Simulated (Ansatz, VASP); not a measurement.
# One calculation of Al2O3, two programs

File POSCAR:

```
Al2O3
1.0
    2.3788965700      1.3734565700      4.3308721000
   -2.3788965700      1.3734565700      4.3308721000
    0.0000000000     -2.7469131500      4.3308721000
Al O
4 6
Direct
    0.3518499200      0.3518499200      0.3518499200
    0.1481500800      0.1481500800      0.1481500800
    0.6481500800      0.6481500800      0.6481500800
    0.8518499200      0.8518499200      0.8518499200
    0.5563011200      0.9436988800      0.2500000000
    0.2500000000      0.5563011200      0.9436988800
    0.9436988800      0.2500000000      0.5563011200
    0.4436988800      0.0563011200      0.7500000000
    0.7500000000      0.4436988800      0.0563011200
    0.0563011200      0.7500000000      0.4436988800
```

File INCAR.step1:

```
SYSTEM = Al2O3
PREC = Accurate ; ENCUT = 520
ISMEAR = -1 ; SIGMA = 0.02
LREAL = .False. ; LASPH = .True.
NELM = 100 ; NBANDS = 35
GGA = PE ; ALGO = Normal
EDIFF = 1E-4 ; LWAVE = .True.
LCHARG = .False.
```

The input INCAR.step2:

```
SYSTEM = Al2O3
PREC = Accurate ; ENCUT = 520
EDIFF = 1E-7 ; ISMEAR = -1
SIGMA = 0.02 ; LREAL = .False.
LASPH = .True. ; NELM = 100
ALGO = Normal ; ISIF = 2
LWAVE = .False. ; LCHARG = .False.
METAGGA = R2SCAN ; LMIXTAU = .True.
NBANDS = 35 ; ISTART = 1
```

Contents of KPOINTS:

```
regular mesh
0
Gamma
  6 6 6
  0 0 0
```

Input for Ansatz:

```yaml
crystal:
  lattice:
    - [2.37889657, 1.37345657, 4.3308721]
    - [-2.37889657, 1.37345657, 4.3308721]
    - [0.0, -2.74691315, 4.3308721]
  atoms:
    - { symbol: Al, position: [0.35184992, 0.35184992, 0.35184992] }
    - { symbol: Al, position: [0.14815008, 0.14815008, 0.14815008] }
    - { symbol: Al, position: [0.64815008, 0.64815008, 0.64815008] }
    - { symbol: Al, position: [0.85184992, 0.85184992, 0.85184992] }
    - { symbol: O, position: [0.55630112, 0.94369888, 0.25] }
    - { symbol: O, position: [0.25, 0.55630112, 0.94369888] }
    - { symbol: O, position: [0.94369888, 0.25, 0.55630112] }
    - { symbol: O, position: [0.44369888, 0.05630112, 0.75] }
    - { symbol: O, position: [0.75, 0.44369888, 0.05630112] }
    - { symbol: O, position: [0.05630112, 0.75, 0.44369888] }
  symmetry: { tolerance: 0.0003 }
hamiltonian:
  xc: r2scan
  pseudopotentials: { kind: paw, azcp: { folder: soft_1 } }
basis:
  ecutwfc: 500
magnetization:
  spin_polarized: false
scf:
  occupations: { method: fermi_dirac, width: 0.02 }
kpoints:
  mp_grid: { grid: [6, 6, 6], shift: [0, 0, 0] }
  band_path:
    path:
      - [0.0, 0.0, 0.0]
      - [0.5, 0.5, 0.5]
      - [0.76628502, 0.23371498, 0.5]
      - [0.5, -0.23371498, 0.23371498]
      - [0.5, 0.0, 0.0]
      - [0.0, 0.0, 0.0]
      - [0.36685749, -0.36685749, 0.0]
      - [0.63314251, 0.0, 0.36685749]
      - [0.5, 0.0, 0.5]
      - [0.0, 0.0, 0.0]
    npoints: 12
output:
  forces: true
  stress: true
  eigenvalues: true
  bader: true
  populations: true
  elf: true
  write_potential: true
  write_density: true
  volumetric_format: npy
  dos:
    e_range: [-12, 8]
    de: 0.05
    projected: { site_lists: { Al: [Al], O: [O] } }
```

Alike in both runs: task single point; functional r2SCAN; k mesh 6 × 6 × 6; occupations fermi-dirac, width 0.02 eV; no spin polarisation.

|  | VASP | Ansatz |
| --- | --- | --- |
| version | VASP 6.6.1 | Ansatz 0.2.0 |
| potentials or method | VASP PAW PBE potentials, release 64 (Al, O), cutoff 520 eV | PAW plane waves |
| valence electrons in the cell | 48 | 48 |

|  | VASP | Ansatz | Ansatz less VASP |
| --- | --- | --- | --- |
| gap on the k mesh at the Fermi level (eV) | 7.17 | 7.15 | -0.020 |
| pressure (GPa) | -0.3 | 0.0 | +0.33 |

VASP's potentials were made for PBE, not for r2SCAN.
